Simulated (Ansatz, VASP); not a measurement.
**Two plane-wave programs on AlN**

```xyz
2
Lattice="0.0154 2.0141 2.0141 2.0141 0.0154 2.0141 2.0141 2.0141 0.0154" Properties=species:S:1:pos:R:3 pbc="T T T"
Al    0.0000    0.0000    0.0000
N     2.0218    2.0218    2.0218
```

Change from the starting cell: epitaxial_111 strain -1.0%.

Alike in both runs: task single point; functional r2SCAN; k mesh 10 × 10 × 10; no spin polarisation.

|  | VASP | Ansatz |
| --- | --- | --- |
| version | VASP 6.6.1 | Ansatz 0.2.0 |
| potentials or method | VASP PAW PBE potentials, release 64 (Al, N) | plane waves, PAW |
| plane-wave cutoff (eV) | 520 | 500 |
| occupations | gaussian, width 0.01 eV | fixed |
| valence electrons in the cell | 8 | 8 |

|  | VASP | Ansatz | Ansatz less VASP |
| --- | --- | --- | --- |
| gap on the k mesh at the Fermi level (eV) | 5.60 | 5.60 | +0.002 |
| pressure (GPa) | 4.5 | 5.4 | +0.82 |
| traceless stress, the component that is largest in VASP (GPa) | -2.69 | -2.69 | +0.003 |

VASP's potentials were made for PBE, not for r2SCAN.
